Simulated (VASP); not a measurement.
# O (C2/m) in VASP: a series of runs

O is run at these levels: PBEsol; tasks: single point.

Program: VASP 6.6.1. These are calculated values, not measurements. Logs are shortened: lines on timing, memory, paths and dates and some standing lists are left out, and cuts for length are marked.

### 1 The cell of the first run

Symmetry: C2/m, No. 12, monoclinic system. The conventional cell has a = 4.335 Å, b = 2.503 Å, c = 4.055 Å, α = 90.00°, β = 90.00°, γ = 90.00°. O (site symmetry m) has 12 O at 2.29 to 2.74 Å within 3.0 Å.

### 2 Single point, PBEsol (shortest bond scaled by 1.1)

INCAR

```
ALGO     = Normal         # electronic algorithm
EDIFF    = 1E-7           # SCF threshold, eV
ENCUT    = 520            # plane-wave cutoff, eV
GGA      = PS             # functional
ISIF     = 2              # what is computed and relaxed
ISMEAR   = -1             # smearing method
LASPH    = True           # aspherical terms in the spheres
LCHARG   = False          # write CHGCAR
LREAL    = False          # projectors in reciprocal space
LWAVE    = False          # write WAVECAR
NBANDS   = 13             # bands
NELM     = 100            # most SCF steps
PREC     = Accurate       # precision mode
SIGMA    = 0.05           # smearing width, eV
```

KPOINTS

```
k-points
0
Gamma
  14 14 8
```

POSCAR

```
O
1.0
    2.5029894065      0.0000000000      0.0000000000
   -1.2514947032      2.1676524114      0.0000000000
    0.0000000000      0.0000000000      4.0548428385
O
2
Direct
    0.3666666667      0.6833333333      0.2750000000
    0.6333333333      0.3166666667      0.7250000000
```

Potentials or basis: VASP PAW PBE potentials, release 64 (O).

On the command line:

```
$ cat potpaw_PBE.64/O/POTCAR > POTCAR
$ mpirun -np 1 vasp_std > vasp.out
```

OUTCAR:

```text
EDIFF = 1E-7
   ENCUT = 520
   GGA = PS
   ISIF = 2
   ISMEAR = -1
   LASPH = True
   LREAL = False
   NELM = 100
   PREC = Accurate

 ion  position               nearest neighbor table
   1  0.367  0.683  0.275-
   2  0.633  0.317  0.725-

  LATTYP: Found a hexagonal cell.
 ALAT       =     2.5029894065
 C/A-ratio  =     1.6200000000

  Lattice vectors:

 A1 = (   2.5029894065,   0.0000000000,   0.0000000000)
 A2 = (  -1.2514947032,   2.1676524114,   0.0000000000)
 A3 = (   0.0000000000,   0.0000000000,   4.0548428385)

Analysis of symmetry for initial positions (statically):
=====================================================================
 Subroutine PRICEL returns:
 Original cell was already a primitive cell.

 Routine SETGRP: Setting up the symmetry group for a
 hexagonal supercell.

 Subroutine GETGRP returns: Found  4 space group operations
 (whereof  4 operations were pure point group operations)
 out of a pool of 24 trial point group operations.

The static configuration has the point symmetry C_2h.

Analysis of symmetry for dynamics (positions and initial velocities):
=====================================================================
 Subroutine PRICEL returns:
 Original cell was already a primitive cell.

 Routine SETGRP: Setting up the symmetry group for a
 hexagonal supercell.

 Subroutine GETGRP returns: Found  4 space group operations
 (whereof  4 operations were pure point group operations)
 out of a pool of 24 trial point group operations.

The dynamic configuration has the point symmetry C_2h.

 Subroutine INISYM returns: Found  4 space group operations
 (whereof  4 operations are pure point group operations),
 and found     1 'primitive' translations

----------------------------------------------------------------------------------------

                                     Primitive cell

  volume of cell :      22.0000

  direct lattice vectors                    reciprocal lattice vectors
     2.502989406  0.000000000  0.000000000     0.399522266  0.230664288  0.000000000
    -1.251494703  2.167652411  0.000000000     0.000000000  0.461328576  0.000000000
     0.000000000  0.000000000  4.054842838     0.000000000  0.000000000  0.246618683

  length of vectors
     2.502989406  2.502989406  4.054842838     0.461328576  0.461328576  0.246618683

  position of ions in fractional coordinates (direct lattice)
     0.366666667  0.683333333  0.275000000
[... 86 lines left out ...]
   POTIM  = 0.5000    time-step for ionic-motion
   TEBEG  =    0.0;   TEEND  =   0.0 temperature during run
   PSTRESS=    0.0 pullay stress
   NELECT =      12.0000    total number of electrons
   NUPDOWN=      -1.0000    fix difference up-down
   EMIN   =  10.00;   EMAX   =-10.00  energy-range for DOS
   EFERMI =   0.00;   METHOD = LEGACY
   ISMEAR =    -1;   SIGMA  =   0.05  broadening in eV -4-tet -1-fermi 0-gaus
   EFERMI_NEDOS =   21; number of points for ismear=-14 and -15
   IALGO  =     38    algorithm
   IMIX   =      4    mixing-type and parameters
     AMIX     =   0.40;   BMIX     =  1.00
     AMIX_MAG =   1.60;   BMIX_MAG =  1.00
  volume/ion in A,a.u.               =      11.00        74.23
  Fermi-wavevector in a.u.,A,eV,Ry     =   1.337604  2.527706 24.343347  1.789186
  Thomas-Fermi vector in A             =   2.466140
   LORBIT       =      0    0 simple, 1 ext, 2 COOP (PROOUT), +10 PAW based schemes
   GGA     = PS    functional components
   LHFCALC =     F    Hartree Fock is set to
   AEXX    =    0.0000 exact exchange contribution
   IVDW    =     0    specifies the selected vdW correction
   LEPSILON=     F    determine dielectric tensor
   LRPA    =     F    only Hartree local field effects (RPA)
 non-spin polarized calculation
  energy-cutoff  :      520.00
  volume of cell :       22.00
 maximum number of plane-waves:       606
   NGX =  9   NGY =  9   NGZ = 15

 number of electron      12.0000002 magnetization

 Free energy of the ion-electron system (eV)
  ---------------------------------------------------
  ext. energy  EPLUGINS =         0.00000000
  ---------------------------------------------------
  free energy    TOTEN  =        -4.65994660 eV

  energy without entropy =       -4.63243957  energy(sigma->0) =       -4.64619309

 E-fermi :  -1.3690     XC(G=0): -10.5836

 val. band max:       -1.3721210481   @ k =   0.0000   0.5000   0.5000
 cond. band min:      -1.3675552720   @ k =   0.1429   0.5000   0.3750
 fundamental gap:      0.0045657761
 Fermi energy:        -1.3690435082

 k-point     1 :       0.0000    0.0000    0.0000
  band No.  band energies     occupation
      1     -19.9430      2.00000
      2     -17.3278      2.00000
      3      -5.8396      2.00000
      4      -1.0435      0.00297
      5      -0.7591      0.00001
      6      -0.4170      0.00000
      7      -0.2788      0.00000
      8      -0.2220      0.00000
      9      11.7519      0.00000
     10      16.7730      0.00000
     11      19.0378      0.00000
     12      27.1174      0.00000
     13      28.0493      0.00000
[... 354 lines left out ...]
  band No.  band energies     occupation
      1     -18.5135      2.00000
      2     -16.6763      2.00000
      3      -4.4354      2.00000
      4      -4.2201      2.00000
      5      -2.9232      2.00000
      6      -1.8834      1.99993
      7      -0.7337      0.00001
      8      -0.6659      0.00000
      9      14.6433      0.00000
     10      17.1235      0.00000
     11      18.8935      0.00000
     12      19.8700      0.00000
     13      24.1352      0.00000

 [... further k-points ...]

------------------------ aborting loop because EDIFF is reached ----------------------------------------

  FORCE on cell =-STRESS in cart. coord.  units (eV):
  Direction    XX          YY          ZZ          XY          YZ          ZX
  --------------------------------------------------------------------------------------
  -------------------------------------------------------------------------------------
  Total       -2.9543102     -3.1226817     -4.8088444      0.1458140     -0.1458775     -0.2526672
  in kB     -215.1513114   -227.4131756   -350.2100671     10.6190859    -10.6237085    -18.4008004
  external PRESSURE =    -264.2581847 kB  Pullay stress =       0.0000000 kB

 VOLUME and BASIS-vectors are now :
 -----------------------------------------------------------------------------
  energy-cutoff  :      520.00
  volume of cell :       22.00
      direct lattice vectors                 reciprocal lattice vectors
     2.502989406  0.000000000  0.000000000     0.399522266  0.230664288  0.000000000
    -1.251494703  2.167652411  0.000000000     0.000000000  0.461328576  0.000000000
     0.000000000  0.000000000  4.054842838     0.000000000  0.000000000  0.246618683

 POSITION                                       TOTAL-FORCE (eV/Angst)
 -----------------------------------------------------------------------------------
      0.06257      1.48123      1.11508         0.299653      0.173005      1.299101
      1.18892      0.68642      2.93976        -0.299653     -0.173005     -1.299101
 -----------------------------------------------------------------------------------
    total drift:                               -0.000000      0.000000     -0.000000

  FREE ENERGIE OF THE ION-ELECTRON SYSTEM (eV)
  ---------------------------------------------------
  free  energy   TOTEN  =        -4.6599465987 eV

  energy  without entropy=       -4.6324395714  energy(sigma->0) =       -4.64619309
```

Wall time 41 s (1 thread of Intel Xeon 6975P-C (Granite Rapids), shared host); peak memory 0.2 GiB.

What came out:

```
Free energy            : -4.6599 eV
Pressure               : -26.4 GPa
Largest force          : 1.344 eV/Å
Band gap on the k mesh : zero (bands 6 and 7 overlap by 1.83 eV)
```

Forces in eV/Å, atoms in the order of the input:
```
O    0.300  0.173  1.299
O   -0.300 -0.173 -1.299
```

Stress tensor (GPa, compression positive):
```
-21.52   1.06  -1.84
  1.06 -22.74  -1.06
 -1.84  -1.06 -35.02
```

Levels at points of the mesh, in eV from the Fermi level:
```tsv
k point	band 4	band 5	band 6	band 7	band 8	band 9
(0.00, 0.00, 0.00)	0.33	0.61	0.95	1.09	1.15	13.12
(0.50, 0.00, 0.00)	-2.75	-1.88	-0.74	0.29	0.62	16.65
(0.00, 0.50, 0.00)	-2.96	-1.46	-0.63	-0.40	0.59	17.38
(0.00, 0.00, 0.50)	-1.23	0.51	0.70	0.88	0.95	14.85
(0.50, 0.00, 0.50)	-3.72	-0.45	-0.41	-0.03	0.24	16.70
(0.00, 0.50, 0.50)	-4.02	-0.41	0.00	0.01	0.34	16.71
```

Caveat: the cell differs from its parent crystal (shortest bond scaled by 1.1); the stress differs along the axes, from -35 to -22 GPa; the PAW data sets were made with another functional, which shifts forces and pressure a little.

### 3 Single point, PBEsol (shortest bond scaled by 1.1)

INCAR

```
SYSTEM = O
PREC = Accurate
ENCUT = 520
EDIFF = 1E-7
ISMEAR = -1
SIGMA = 0.05
LREAL = .False.
LASPH = .True.
NELM = 60
ALGO = Normal
ISIF = 2
LWAVE = .False.
LCHARG = .False.
GGA = PS
NBANDS = 13
```

KPOINTS

```
Automatic mesh
0
Gamma
  14 14 8
  0 0 0
```

POSCAR is that of step 2.

Potentials or basis: VASP PAW PBE potentials, release 64 (O).

On the command line:

```
$ cat potpaw_PBE.64/O/POTCAR > POTCAR
$ mpirun -np 1 vasp_std > vasp.out
```

It took 39 s on 1 thread of Intel Xeon 6975P-C (Granite Rapids), shared host; peak memory 0.2 GiB.

It converged, with:

```
Free energy            : -4.6599 eV
Pressure               : -26.4 GPa
Largest force          : 1.344 eV/Å
Band gap on the k mesh : zero (bands 6 and 7 overlap by 1.83 eV)
```

Forces in eV/Å, atoms in the order of the input:
```
O    0.300  0.173  1.299
O   -0.300 -0.173 -1.299
```

Stress tensor (GPa, compression positive):
```
-21.52   1.06  -1.84
  1.06 -22.74  -1.06
 -1.84  -1.06 -35.02
```

Levels at points of the mesh, in eV from the Fermi level:
| k point | band 2 | band 3 | band 4 | band 5 | band 6 | band 7 | band 8 | band 9 | band 10 | band 11 |
| --- | --- | --- | --- | --- | --- | --- | --- | --- | --- | --- |
| (0.00, 0.00, 0.00) | -15.96 | -4.47 | 0.33 | 0.61 | 0.95 | 1.09 | 1.15 | 13.12 | 18.14 | 20.41 |
| (0.50, 0.00, 0.00) | -15.16 | -4.18 | -2.75 | -1.88 | -0.74 | 0.29 | 0.62 | 16.65 | 17.89 | 18.75 |
| (0.00, 0.50, 0.00) | -15.49 | -3.92 | -2.96 | -1.46 | -0.63 | -0.40 | 0.59 | 17.38 | 18.02 | 18.68 |
| (0.00, 0.00, 0.50) | -16.89 | -2.22 | -1.23 | 0.51 | 0.70 | 0.88 | 0.95 | 14.85 | 16.57 | 22.25 |
| (0.50, 0.00, 0.50) | -15.51 | -4.17 | -3.72 | -0.45 | -0.41 | -0.03 | 0.24 | 16.70 | 17.30 | 21.17 |
| (0.00, 0.50, 0.50) | -15.64 | -4.34 | -4.02 | -0.41 | 0.00 | 0.01 | 0.34 | 16.71 | 16.90 | 21.47 |

Caveat: the cell differs from its parent crystal (shortest bond scaled by 1.1); the stress differs along the axes, from -35 to -22 GPa; the PAW data sets were made with another functional, which shifts forces and pressure a little.

### 4 Single point, PBEsol (shortest bond scaled by 0.7)

INCAR

```
ALGO = Normal ; EDIFF = 1E-7
ENCUT = 520 ; GGA = PS
ISIF = 2 ; ISMEAR = -1
LASPH = True ; LCHARG = False
LREAL = False ; LWAVE = False
NBANDS = 13 ; NELM = 100
PREC = Accurate ; SIGMA = 0.05
```

KPOINTS

```
k-points
0
Gamma
  14 14 8
```

POSCAR

```
O
1.0
    2.5029894065      0.0000000000      0.0000000000
   -1.2514947032      2.1676524114      0.0000000000
    0.0000000000      0.0000000000      4.0548428385
O
2
Direct
    0.2333333333      0.6166666667      0.1750000000
    0.7666666667      0.3833333333      0.8250000000
```

On the command line:

```
$ cat potpaw_PBE.64/O/POTCAR > POTCAR
$ mpirun -np 1 vasp_std > vasp.out
```

It took 38 s on 1 thread of Intel Xeon 6975P-C (Granite Rapids), shared host; peak memory 0.2 GiB.

The run converged. Its results:

- Free energy: -6.1506 eV
- Pressure: -22.4 GPa
- Largest force: 4.909 eV/Å
- Band gap on the k mesh: zero (bands 6 and 7 overlap by 0.88 eV)

Forces on the atoms (eV/Å):
```
O   -2.247 -1.297 -4.167
O    2.247  1.297  4.167
```

Stress tensor (GPa, compression positive):
```
-10.25  -2.14 -22.75
 -2.14  -7.78 -13.13
-22.75 -13.13 -49.17
```

Levels at points of the mesh, in eV from the Fermi level:
| k point | band 2 | band 3 | band 4 | band 5 | band 6 | band 7 | band 8 | band 9 | band 10 | band 11 |
| --- | --- | --- | --- | --- | --- | --- | --- | --- | --- | --- |
| (0.00, 0.00, 0.00) | -15.35 | -4.98 | -0.61 | 0.20 | 0.39 | 0.62 | 2.44 | 11.53 | 18.42 | 19.48 |
| (0.50, 0.00, 0.00) | -15.67 | -4.99 | -4.48 | -1.63 | -0.72 | 0.93 | 1.01 | 16.27 | 16.91 | 17.83 |
| (0.00, 0.50, 0.00) | -14.77 | -5.32 | -4.14 | -1.55 | -0.72 | -0.33 | 2.02 | 15.36 | 17.32 | 18.74 |
| (0.00, 0.00, 0.50) | -15.83 | -3.59 | -0.54 | -0.42 | 0.21 | 0.62 | 1.74 | 12.70 | 16.66 | 20.82 |
| (0.50, 0.00, 0.50) | -15.68 | -5.44 | -4.98 | -1.53 | 0.16 | 0.79 | 1.67 | 15.47 | 16.15 | 18.41 |
| (0.00, 0.50, 0.50) | -14.94 | -5.39 | -4.19 | -1.56 | -0.53 | -0.17 | 1.94 | 15.51 | 17.04 | 20.52 |

Caveat: the cell differs from its parent crystal (shortest bond scaled by 0.7); the stress differs along the axes, from -49 to -8 GPa; the PAW data sets were made with another functional, which shifts forces and pressure a little.
